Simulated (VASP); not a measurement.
# CoSi (NiAs type) (P6_3/mmc) in VASP: notebook, part 2 of 2

VASP 6.6.1.

### 3 Single point, PBE

The input, INCAR:

```
SYSTEM = CoSi
PREC = Accurate
ENCUT = 520
EDIFF = 1E-6
ISMEAR = -1
SIGMA = 0.05
LREAL = .False.
LASPH = .True.
NELM = 80
ALGO = Normal
ISIF = 2
LWAVE = .False.
LCHARG = .True.
GGA = PE
LELF = .True.
LVHAR = .True.
NBANDS = 21
```

The input, KPOINTS:

```
regular mesh
0
Gamma
  11 11 6
  0 0 0
```

The input, POSCAR:

```
CoSi
1.0
    3.2902073837      0.0000000000      0.0000000000
   -1.6451036919      2.8494031780      0.0000000000
    0.0000000000      0.0000000000      4.9544436941
Co Si
2 2
Direct
    0.0000000000      0.0000000000      0.0000000000
    0.0000000000      0.0000000000      0.5000000000
    0.3333333333      0.6666666667      0.2500000000
    0.6666666667      0.3333333333      0.7500000000
```

Potentials or basis: VASP PAW PBE potentials, release 64 (Co, Si).

The run is started by

```sh
cat potpaw_PBE.64/Co/POTCAR potpaw_PBE.64/Si/POTCAR > POTCAR
mpirun -np 1 vasp_std > vasp.out
```

OUTCAR:

```text
SYSTEM = CoSi
   PREC = Accurate
   ENCUT = 520
   EDIFF = 1E-6
   ISMEAR = -1
   LREAL = .False.
   LASPH = .True.
   NELM = 80
   ISIF = 2
   GGA = PE

 ion  position               nearest neighbor table
   1  0.000  0.000  0.000-   3 2.27   4 2.27   4 2.27   3 2.27   4 2.27   3 2.27   2 2.48   2 2.48

   2  0.000  0.000  0.500-   3 2.27   4 2.27   4 2.27   3 2.27   4 2.27   3 2.27   1 2.48   1 2.48

   3  0.333  0.667  0.250-   1 2.27   2 2.27   1 2.27   2 2.27   1 2.27   2 2.27   4 3.12   4 3.12
                             4 3.12   4 3.12   4 3.12   4 3.12
   4  0.667  0.333  0.750-   1 2.27   2 2.27   1 2.27   2 2.27   1 2.27   2 2.27   3 3.12   3 3.12
[... 781 lines left out ...]
  -------------------------------------------------------------------------------------
  Total        3.9446622      3.9446622      4.0060738     -0.0000000      0.0000000      0.0000000
  in kB      136.0655959    136.0655959    138.1839022     -0.0000000      0.0000000      0.0000000
  external PRESSURE =     136.7716980 kB  Pullay stress =       0.0000000 kB

 VOLUME and BASIS-vectors are now :
 -----------------------------------------------------------------------------
  energy-cutoff  :      520.00
  volume of cell :       46.45
      direct lattice vectors                 reciprocal lattice vectors
     3.290207384  0.000000000  0.000000000     0.303932210  0.175475343  0.000000000
    -1.645103692  2.849403178  0.000000000     0.000000000  0.350950686  0.000000000
     0.000000000  0.000000000  4.954443694     0.000000000  0.000000000  0.201839008

 POSITION                                       TOTAL-FORCE (eV/Angst)
 -----------------------------------------------------------------------------------
      0.00000      0.00000      0.00000         0.000000      0.000000     -0.000000
      0.00000      0.00000      2.47722         0.000000      0.000000     -0.000000
     -0.00000      1.89960      1.23861         0.000000      0.000000      0.000000
      1.64510      0.94980      3.71583        -0.000000     -0.000000      0.000000
 -----------------------------------------------------------------------------------
    total drift:                               -0.000000      0.000000      0.000000

  FREE ENERGIE OF THE ION-ELECTRON SYSTEM (eV)
  ---------------------------------------------------
  free  energy   TOTEN  =       -26.2800765704 eV

  energy  without entropy=      -26.2613581695  energy(sigma->0) =      -26.27071737
```

OSZICAR:

```text
N       E                     dE             d eps       ncg     rms          rms(c)
DAV:   1     0.145048744639E+03    0.14505E+03   -0.11234E+04  2688   0.136E+03
DAV:   2    -0.206783865463E+02   -0.16573E+03   -0.15692E+03  2723   0.281E+02
DAV:   3    -0.289173650941E+02   -0.82390E+01   -0.80384E+01  3153   0.767E+01
DAV:   4    -0.291326026843E+02   -0.21524E+00   -0.21476E+00  3222   0.113E+01
DAV:   5    -0.291414902035E+02   -0.88875E-02   -0.88866E-02  3370   0.237E+00    0.195E+01
DAV:   6    -0.334753847618E+02   -0.43339E+01   -0.49146E+01  3051   0.120E+02    0.214E+01
DAV:   7    -0.262894345097E+02    0.71860E+01   -0.27479E+01  3018   0.865E+01    0.469E+00
DAV:   8    -0.263219888589E+02   -0.32554E-01   -0.12803E+00  2991   0.640E+00    0.214E+00
DAV:   9    -0.262816428645E+02    0.40346E-01   -0.92212E-02  3413   0.474E+00    0.541E-01
DAV:  10    -0.262803213063E+02    0.13216E-02   -0.72931E-03  3141   0.670E-01    0.173E-01
DAV:  11    -0.262801050203E+02    0.21629E-03   -0.14893E-03  3362   0.629E-01    0.935E-02
DAV:  12    -0.262800751796E+02    0.29841E-04   -0.15743E-04  4138   0.173E-01    0.280E-02
DAV:  13    -0.262800763114E+02   -0.11318E-05   -0.10381E-05  3545   0.314E-02    0.707E-03
DAV:  14    -0.262800765704E+02   -0.25899E-06   -0.12285E-06  1867   0.191E-02
   1 F= -.26280077E+02 E0= -.26270717E+02  d E =-.187184E-01
```

stdout:

```text
POSCAR found type information on POSCAR CoSi
 POSCAR found :  2 types and       4 ions
 scaLAPACK will be used
 LDA part: xc-table for (Slater+PW92), standard interpolation
 POSCAR, INCAR and KPOINTS ok, starting setup
 FFT: planning ... GRIDC
 FFT: planning ... GRID_SOFT
 FFT: planning ... GRID
 WAVECAR not read
 entering main loop
```

Wall time 64 s (1 thread of Intel Xeon 8259CL, shared host); peak memory 0.19 GiB.

Results:

- Free energy: -26.2801 eV
- Pressure: 13.7 GPa
- Band gap on the k mesh: zero (bands 13 and 14 overlap by 3.48 eV)

Levels at points of the mesh, in eV from the Fermi level:
| k point | band 10 | band 11 | band 12 | band 13 | band 14 | band 15 | band 16 | band 17 |
| --- | --- | --- | --- | --- | --- | --- | --- | --- |
| (0.00, 0.00, 0.00) | -1.96 | -0.63 | -0.63 | 1.29 | 3.88 | 3.88 | 6.29 | 6.66 |
| (0.00, 0.00, 0.50) | -1.68 | -1.68 | -1.68 | 2.49 | 2.49 | 5.94 | 5.94 | 5.94 |

Caveat: the cell stands under pressure; the run has no spin polarisation, though such a crystal can be magnetic. Spin polarisation is off, so any magnetic state and its effect on volume and gap are missing.
